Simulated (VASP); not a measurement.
# MgS in VASP: notebook, part 2 of 2

VASP 6.6.1. The steps go on from the part before.

## 4. Electric field gradients, LDA (volume scaled by 0.99)

INCAR reads:

```
SYSTEM = MgS
PREC     = Accurate       ! precision mode
ENCUT    = 520            ! plane-wave cutoff, eV
EDIFF    = 1E-8           ! SCF threshold, eV
ISMEAR   = -1             ! smearing method
SIGMA    = 0.01           ! smearing width, eV
LREAL    = .False.        ! projectors in reciprocal space
LASPH    = .True.         ! aspherical terms in the spheres
NELM     = 80             ! most SCF steps
ALGO     = Normal         ! electronic algorithm
ISIF     = 2              ! what is computed and relaxed
LWAVE    = .False.        ! write WAVECAR
LCHARG   = .False.        ! write CHGCAR
LEFG     = .True.       
NBANDS   = 11             ! bands
```

KPOINTS reads:

```
regular mesh
0
Gamma
  8 8 8
  0 0 0
```

POSCAR reads:

```
MgS
1.0
    0.0000000000      2.5929487644      2.5929487644
    2.5929487644      0.0000000000      2.5929487644
    2.5929487644      2.5929487644      0.0000000000
Mg S
1 1
Direct
    0.0000000000      0.0000000000      0.0000000000
    0.5000000000      0.5000000000      0.5000000000
```

Potentials or basis: VASP PAW LDA potentials, release 64 (Mg, S).

Run with:

```console
$ cat potpaw_LDA.64/Mg/POTCAR potpaw_LDA.64/S/POTCAR > POTCAR
$ mpirun -np 1 vasp_std > vasp.out
```

OUTCAR:

```text
SYSTEM = MgS
   PREC = Accurate
   ENCUT = 520
   EDIFF = 1E-8
   ISMEAR = -1
   LREAL = .False.
   LASPH = .True.
   NELM = 80
   ISIF = 2

 ion  position               nearest neighbor table
   1  0.000  0.000  0.000-   2 2.59   2 2.59   2 2.59   2 2.59   2 2.59   2 2.59
   2  0.500  0.500  0.500-   1 2.59   1 2.59   1 2.59   1 2.59   1 2.59   1 2.59

  LATTYP: Found a face centered cubic cell.
 ALAT       =     5.1858975288

  Lattice vectors:

 A1 = (   0.0000000000,   2.5929487644,   2.5929487644)
 A2 = (   2.5929487644,   0.0000000000,   2.5929487644)
 A3 = (   2.5929487644,   2.5929487644,   0.0000000000)

Analysis of symmetry for initial positions (statically):
=====================================================================
 Subroutine PRICEL returns:
 Original cell was already a primitive cell.

 Routine SETGRP: Setting up the symmetry group for a
 face centered cubic supercell.

 Subroutine GETGRP returns: Found 48 space group operations
[... 524 lines left out ...]
     0.000000000  2.592948764  2.592948764    -0.192830652  0.192830652  0.192830652
     2.592948764  0.000000000  2.592948764     0.192830652 -0.192830652  0.192830652
     2.592948764  2.592948764  0.000000000     0.192830652  0.192830652 -0.192830652

 POSITION                                       TOTAL-FORCE (eV/Angst)
 -----------------------------------------------------------------------------------
      0.00000      0.00000      0.00000        -0.000000     -0.000000      0.000000
      2.59295      2.59295      2.59295         0.000000      0.000000     -0.000000
 -----------------------------------------------------------------------------------
    total drift:                                0.000000      0.000000      0.000000

  FREE ENERGIE OF THE ION-ELECTRON SYSTEM (eV)
  ---------------------------------------------------
  free  energy   TOTEN  =        -9.5789184107 eV

  energy  without entropy=       -9.5789184107  energy(sigma->0) =       -9.57891841

 Electric field gradients (V/A^2)
---------------------------------------------------------------------
 ion       V_xx      V_yy      V_zz      V_xy      V_xz      V_yz
---------------------------------------------------------------------
   1      -0.000    -0.000     0.000     0.000     0.000     0.000
   2      -0.000     0.000     0.000    -0.000    -0.000    -0.000
---------------------------------------------------------------------

 Electric field gradients after diagonalization (V/A^2)
 (convention: |V_zz| > |V_xx| > |V_yy|)
----------------------------------------------------------------------
 ion       V_xx      V_yy      V_zz     asymmetry (V_yy - V_xx)/ V_zz
----------------------------------------------------------------------
   1      -0.000    -0.000     0.000       0.000
   2       0.000     0.000    -0.001       0.000
----------------------------------------------------------------------

           NMR quadrupolar parameters

 Cq : quadrupolar parameter    Cq=e*Q*V_zz/h
 eta: asymmetry parameters     (V_yy - V_xx)/ V_zz
 Q  : nuclear electric quadrupole moment in mb (millibarn)
----------------------------------------------------------------------
 ion       Cq(MHz)       eta       Q (mb)
----------------------------------------------------------------------
   1       0.000       0.000       1.000
   2      -0.000       0.000       1.000
----------------------------------------------------------------------
```

stdout:

```text
POSCAR found type information on POSCAR MgS
 POSCAR found :  2 types and       2 ions
 scaLAPACK will be used
 LDA part: xc-table for (Slater(with rela. corr.)+CA(PZ))
 , standard interpolation
 POSCAR, INCAR and KPOINTS ok, starting setup
 FFT: planning ... GRIDC
 FFT: planning ... GRID_SOFT
 FFT: planning ... GRID
 WAVECAR not read
 entering main loop
ion   1

ion   2
```

It took 26 s on 1 thread of Intel Xeon 8259CL, shared host; peak memory 0.14 GiB.

What came out:

```
Free energy            : -9.5789 eV
Pressure               : -3.1 GPa
Band gap on the k mesh : 2.58 eV, indirect (least direct gap 3.57 eV)
```

Levels at points of the mesh, in eV from the valence-band top:
```
           k point  band 2  band 3  band 4  band 5  band 6  band 7
(0.00, 0.00, 0.00)    0.00    0.00    0.00    3.57    7.83    7.83
(0.50, 0.00, 0.00)   -4.96   -0.61   -0.61    4.39    6.75    6.75
(0.50, 0.50, 0.00)   -4.31   -1.73   -1.73    2.58    4.22   11.89
```

Caveat: without QUAD_EFG the Cq values of the log hold for a quadrupole moment of 1 mb, not for the nuclei. A k mesh can miss the band edges.

## 5. Electric field gradients, LDA (volume scaled by 0.99)

INCAR reads:

```
PREC = Accurate ; ENCUT = 520
EDIFF = 1E-8 ; ISMEAR = -1
SIGMA = 0.01 ; LREAL = False
LASPH = True ; NELM = 60
ALGO = Normal ; ISIF = 2
LWAVE = False ; LCHARG = False
GGA = CA ; LEFG = True
NBANDS = 11
```

KPOINTS reads:

```
Automatic mesh
0
Gamma
  8 8 8
```

POSCAR is that of step 4.

Potentials or basis: VASP PAW LDA potentials, release 64 (Mg, S).

Run with:

```console
$ cat potpaw_LDA.64/Mg/POTCAR potpaw_LDA.64/S/POTCAR > POTCAR
$ mpirun -np 1 vasp_std > vasp.out
```

OUTCAR:

```text
PREC = Accurate
   ENCUT = 520
   EDIFF = 1E-8
   ISMEAR = -1
   LREAL = False
   LASPH = True
   NELM = 60
   ISIF = 2
   GGA = CA

 ion  position               nearest neighbor table
   1  0.000  0.000  0.000-   2 2.59   2 2.59   2 2.59   2 2.59   2 2.59   2 2.59
   2  0.500  0.500  0.500-   1 2.59   1 2.59   1 2.59   1 2.59   1 2.59   1 2.59

  LATTYP: Found a face centered cubic cell.
 ALAT       =     5.1858975288

  Lattice vectors:

 A1 = (   0.0000000000,   2.5929487644,   2.5929487644)
 A2 = (   2.5929487644,   0.0000000000,   2.5929487644)
 A3 = (   2.5929487644,   2.5929487644,   0.0000000000)

Analysis of symmetry for initial positions (statically):
[... 545 lines left out ...]
  free  energy   TOTEN  =        -9.5789184107 eV

  energy  without entropy=       -9.5789184107  energy(sigma->0) =       -9.57891841

 Electric field gradients (V/A^2)
---------------------------------------------------------------------
 ion       V_xx      V_yy      V_zz      V_xy      V_xz      V_yz
---------------------------------------------------------------------
   1      -0.000    -0.000     0.000     0.000     0.000     0.000
   2      -0.000     0.000     0.000    -0.000    -0.000    -0.000
---------------------------------------------------------------------

 Electric field gradients after diagonalization (V/A^2)
 (convention: |V_zz| > |V_xx| > |V_yy|)
----------------------------------------------------------------------
 ion       V_xx      V_yy      V_zz     asymmetry (V_yy - V_xx)/ V_zz
----------------------------------------------------------------------
   1      -0.000    -0.000     0.000       0.000
   2       0.000     0.000    -0.001       0.000
----------------------------------------------------------------------

           NMR quadrupolar parameters

 Cq : quadrupolar parameter    Cq=e*Q*V_zz/h
 eta: asymmetry parameters     (V_yy - V_xx)/ V_zz
 Q  : nuclear electric quadrupole moment in mb (millibarn)
----------------------------------------------------------------------
 ion       Cq(MHz)       eta       Q (mb)
----------------------------------------------------------------------
   1       0.000       0.000       1.000
   2      -0.000       0.000       1.000
----------------------------------------------------------------------
```

OSZICAR:

```text
N       E                     dE             d eps       ncg     rms          rms(c)
DAV:   1     0.193674119014E+02    0.19367E+02   -0.36242E+03   646   0.595E+02
DAV:   2    -0.867061617311E+01   -0.28038E+02   -0.25400E+02   806   0.957E+01
DAV:   3    -0.100053466308E+02   -0.13347E+01   -0.13328E+01   792   0.221E+01
DAV:   4    -0.100128350201E+02   -0.74884E-02   -0.74878E-02   751   0.202E+00
DAV:   5    -0.100128936692E+02   -0.58649E-04   -0.58649E-04   826   0.174E-01    0.445E+00
DAV:   6    -0.963294875033E+01    0.37994E+00   -0.83483E-01   725   0.351E+00    0.342E+00
DAV:   7    -0.958439997192E+01    0.48549E-01   -0.19055E-01   757   0.180E+00    0.213E+00
DAV:   8    -0.957931180683E+01    0.50882E-02   -0.12206E-02   704   0.609E-01    0.849E-01
DAV:   9    -0.957894961061E+01    0.36220E-03   -0.68935E-04   742   0.134E-01    0.367E-01
DAV:  10    -0.957892516120E+01    0.24449E-04   -0.59698E-05   746   0.372E-02    0.147E-01
DAV:  11    -0.957891837843E+01    0.67828E-05   -0.33219E-05   734   0.244E-02    0.171E-02
DAV:  12    -0.957891843515E+01   -0.56716E-07   -0.40285E-07   727   0.434E-03    0.135E-02
DAV:  13    -0.957891841175E+01    0.23397E-07   -0.69031E-08   761   0.131E-03    0.577E-04
DAV:  14    -0.957891841068E+01    0.10718E-08   -0.54112E-09   427   0.332E-04
   1 F= -.95789184E+01 E0= -.95789184E+01  d E =-.348299E-13
```

stdout:

```text
POSCAR found type information on POSCAR MgS
 POSCAR found :  2 types and       2 ions
 scaLAPACK will be used
 LDA part: xc-table for (Slater(with rela. corr.)+CA(PZ))
 , standard interpolation
 POSCAR, INCAR and KPOINTS ok, starting setup
 FFT: planning ... GRIDC
 FFT: planning ... GRID_SOFT
 FFT: planning ... GRID
 WAVECAR not read
 entering main loop
ion   1

ion   2
```

Wall time 26 s (1 thread of Intel Xeon 8259CL, shared host); peak memory 0.14 GiB.

What came out:

| Item | Value |
| --- | --- |
| Free energy | -9.5789 eV |
| Pressure | -3.1 GPa |
| Band gap on the k mesh | 2.58 eV, indirect (least direct gap 3.57 eV) |

Levels at points of the mesh, in eV from the valence-band top:
```tsv
k point	band 1	band 2	band 3	band 4	band 5	band 6	band 7	band 8	band 9
(0.00, 0.00, 0.00)	-12.70	0.00	0.00	0.00	3.57	7.83	7.83	7.83	10.28
(0.50, 0.00, 0.00)	-11.34	-4.96	-0.61	-0.61	4.39	6.75	6.75	9.95	12.00
(0.50, 0.50, 0.00)	-10.95	-4.31	-1.73	-1.73	2.58	4.22	11.89	12.78	13.19
```

Caveat: without QUAD_EFG the Cq values of the log hold for a quadrupole moment of 1 mb, not for the nuclei.

## 6. Electric field gradients, LDA (volume scaled by 1.02)

INCAR reads:

```
PREC = Accurate
ENCUT = 520
EDIFF = 1E-8
ISMEAR = -1
SIGMA = 0.01
LREAL = F
LASPH = T
NELM = 60
ALGO = Normal
ISIF = 2
LWAVE = F
LCHARG = F
LEFG = T
NBANDS = 11
```

KPOINTS reads:

```
regular mesh
0
Gamma
  8 8 8
```

POSCAR reads:

```
MgS
1.0
    0.0000000000      2.6188799723      2.6188799723
    2.6188799723      0.0000000000      2.6188799723
    2.6188799723      2.6188799723      0.0000000000
Mg S
1 1
Direct
    0.0000000000      0.0000000000      0.0000000000
    0.5000000000      0.5000000000      0.5000000000
```

Potentials or basis: VASP PAW LDA potentials, release 64 (Mg, S).

Run with:

```console
$ cat potpaw_LDA.64/Mg/POTCAR potpaw_LDA.64/S/POTCAR > POTCAR
$ mpirun -np 1 vasp_std > vasp.out
```

OUTCAR:

```text
PREC = Accurate
   ENCUT = 520
   EDIFF = 1E-8
   ISMEAR = -1
   LREAL = F
   LASPH = T
   NELM = 60
   ISIF = 2

 ion  position               nearest neighbor table
   1  0.000  0.000  0.000-   2 2.62   2 2.62   2 2.62   2 2.62   2 2.62   2 2.62
   2  0.500  0.500  0.500-   1 2.62   1 2.62   1 2.62   1 2.62   1 2.62   1 2.62

  LATTYP: Found a face centered cubic cell.
 ALAT       =     5.2377599446

  Lattice vectors:

 A1 = (   0.0000000000,   2.6188799723,   2.6188799723)
 A2 = (   2.6188799723,   0.0000000000,   2.6188799723)
 A3 = (   2.6188799723,   2.6188799723,   0.0000000000)

Analysis of symmetry for initial positions (statically):
=====================================================================
 Subroutine PRICEL returns:
 Original cell was already a primitive cell.

 Routine SETGRP: Setting up the symmetry group for a
 face centered cubic supercell.

 Subroutine GETGRP returns: Found 48 space group operations
 (whereof 48 operations were pure point group operations)
 out of a pool of 48 trial point group operations.

The static configuration has the point symmetry O_h .

Analysis of symmetry for dynamics (positions and initial velocities):
=====================================================================
 Subroutine PRICEL returns:
 Original cell was already a primitive cell.

 Routine SETGRP: Setting up the symmetry group for a
 face centered cubic supercell.

 Subroutine GETGRP returns: Found 48 space group operations
 (whereof 48 operations were pure point group operations)
 out of a pool of 48 trial point group operations.

The dynamic configuration has the point symmetry O_h .

[... 161 lines left out ...]
      8      11.2536      0.00000
      9      13.6480      0.00000
     10      13.6480      0.00000
     11      15.7106      0.00000
[... 309 lines left out ...]
 k-point    24 :      -0.3750    0.2500    0.1250
  band No.  band energies     occupation
      1      -7.6491      2.00000
      2      -0.8754      2.00000
      3       1.2907      2.00000
      4       2.2700      2.00000
      5       8.7436      0.00000
      6       9.3127      0.00000
      7      11.6006      0.00000
      8      12.5882      0.00000
      9      15.4186      0.00000
     10      16.2808      0.00000
     11      18.6410      0.00000

 [... further k-points ...]
[... 5 lines left out ...]
  --------------------------------------------------------------------------------------
  -------------------------------------------------------------------------------------
  Total       -1.1538557     -1.1538557     -1.1538557      0.0000000     -0.0000000      0.0000000
  in kB      -51.4618376    -51.4618376    -51.4618376      0.0000000     -0.0000000      0.0000000
  external PRESSURE =     -51.4618376 kB  Pullay stress =       0.0000000 kB

 VOLUME and BASIS-vectors are now :
 -----------------------------------------------------------------------------
  energy-cutoff  :      520.00
  volume of cell :       35.92
      direct lattice vectors                 reciprocal lattice vectors
     0.000000000  2.618879972  2.618879972    -0.190921312  0.190921312  0.190921312
     2.618879972  0.000000000  2.618879972     0.190921312 -0.190921312  0.190921312
     2.618879972  2.618879972  0.000000000     0.190921312  0.190921312 -0.190921312

 POSITION                                       TOTAL-FORCE (eV/Angst)
 -----------------------------------------------------------------------------------
      0.00000      0.00000      0.00000         0.000000      0.000000      0.000000
      2.61888      2.61888      2.61888        -0.000000     -0.000000     -0.000000
 -----------------------------------------------------------------------------------
    total drift:                                0.000000      0.000000      0.000000

  FREE ENERGIE OF THE ION-ELECTRON SYSTEM (eV)
  ---------------------------------------------------
  free  energy   TOTEN  =        -9.5516833142 eV

  energy  without entropy=       -9.5516833142  energy(sigma->0) =       -9.55168331

 Electric field gradients (V/A^2)
---------------------------------------------------------------------
 ion       V_xx      V_yy      V_zz      V_xy      V_xz      V_yz
---------------------------------------------------------------------
   1      -0.000    -0.000     0.000     0.000     0.000     0.000
   2      -0.000     0.000    -0.000    -0.000    -0.000    -0.000
---------------------------------------------------------------------

 Electric field gradients after diagonalization (V/A^2)
 (convention: |V_zz| > |V_xx| > |V_yy|)
----------------------------------------------------------------------
 ion       V_xx      V_yy      V_zz     asymmetry (V_yy - V_xx)/ V_zz
----------------------------------------------------------------------
   1      -0.000    -0.000     0.000       0.000
   2       0.000     0.000    -0.001       0.000
----------------------------------------------------------------------

           NMR quadrupolar parameters

 Cq : quadrupolar parameter    Cq=e*Q*V_zz/h
 eta: asymmetry parameters     (V_yy - V_xx)/ V_zz
 Q  : nuclear electric quadrupole moment in mb (millibarn)
----------------------------------------------------------------------
 ion       Cq(MHz)       eta       Q (mb)
----------------------------------------------------------------------
   1       0.000       0.000       1.000
   2      -0.000       0.000       1.000
----------------------------------------------------------------------
```

OSZICAR:

```text
N       E                     dE             d eps       ncg     rms          rms(c)
DAV:   1     0.227276306296E+02    0.22728E+02   -0.35726E+03   654   0.592E+02
DAV:   2    -0.846787962946E+01   -0.31196E+02   -0.29400E+02   843   0.993E+01
DAV:   3    -0.998663275179E+01   -0.15188E+01   -0.15161E+01   758   0.235E+01
DAV:   4    -0.999617980985E+01   -0.95471E-02   -0.95459E-02   761   0.227E+00
DAV:   5    -0.999626195619E+01   -0.82146E-04   -0.82146E-04   815   0.207E-01    0.432E+00
DAV:   6    -0.960628303706E+01    0.38998E+00   -0.87723E-01   734   0.355E+00    0.331E+00
DAV:   7    -0.955758791571E+01    0.48695E-01   -0.19226E-01   751   0.179E+00    0.208E+00
DAV:   8    -0.955211489962E+01    0.54730E-02   -0.13279E-02   710   0.632E-01    0.837E-01
DAV:   9    -0.955172015224E+01    0.39475E-03   -0.76566E-04   728   0.140E-01    0.370E-01
DAV:  10    -0.955169142864E+01    0.28724E-04   -0.68129E-05   780   0.394E-02    0.147E-01
DAV:  11    -0.955168328075E+01    0.81479E-05   -0.40098E-05   731   0.265E-02    0.184E-02
DAV:  12    -0.955168334368E+01   -0.62929E-07   -0.48568E-07   737   0.475E-03    0.142E-02
DAV:  13    -0.955168331576E+01    0.27915E-07   -0.78912E-08   731   0.141E-03    0.684E-04
DAV:  14    -0.955168331423E+01    0.15334E-08   -0.72611E-09   430   0.371E-04
   1 F= -.95516833E+01 E0= -.95516833E+01  d E =-.736407E-13
```

It took 23 s on 1 thread of Intel Xeon 8259CL, shared host; peak memory 0.14 GiB.

What came out:

```yaml
Free_energy: -9.5517 eV
Pressure: -5.1 GPa
Band_gap_on_the_k_mesh: 2.52 eV, indirect (least direct gap 3.34 eV)
```

Levels at points of the mesh, in eV from the valence-band top:
```tsv
k point	band 1	band 2	band 3	band 4	band 5	band 6	band 7	band 8
(0.00, 0.00, 0.00)	-12.53	0.00	0.00	0.00	3.34	7.85	7.85	7.85
(0.50, 0.00, 0.00)	-11.25	-4.80	-0.57	-0.57	4.35	6.72	6.72	9.63
(0.50, 0.50, 0.00)	-10.88	-4.15	-1.66	-1.66	2.52	4.31	11.60	12.70
```

Caveat: without QUAD_EFG the Cq values of the log hold for a quadrupole moment of 1 mb, not for the nuclei. A k mesh can miss the band edges.

## 7. The runs side by side

| cell | gap on the mesh (eV) | pressure (GPa) |
| --- | --- | --- |
| a = 3.735, b = 3.735, c = 3.679 Å, angles 60.5, 60.5, 59.0°, 2 atoms | 2.37 | -5.6 |
| a = 3.735, b = 3.735, c = 3.790 Å, angles 59.5, 59.5, 61.0°, 2 atoms | 2.31 | -7.3 |
| a = 3.667 Å, angles 60.0°, 2 atoms | 2.58 | -3.1 |
| a = 3.704 Å, angles 60.0°, 2 atoms | 2.52 | -5.1 |

Alike in all rows: task electric field gradients; level LDA; potentials or basis VASP PAW LDA potentials, release 64 (Mg, S); no spin polarisation; k mesh 8 × 8 × 8; cutoff (eV) 520; smearing fermi-dirac 0.01 eV.

Total energies depend on the potentials used, so only differences within one code and one set of settings carry meaning.
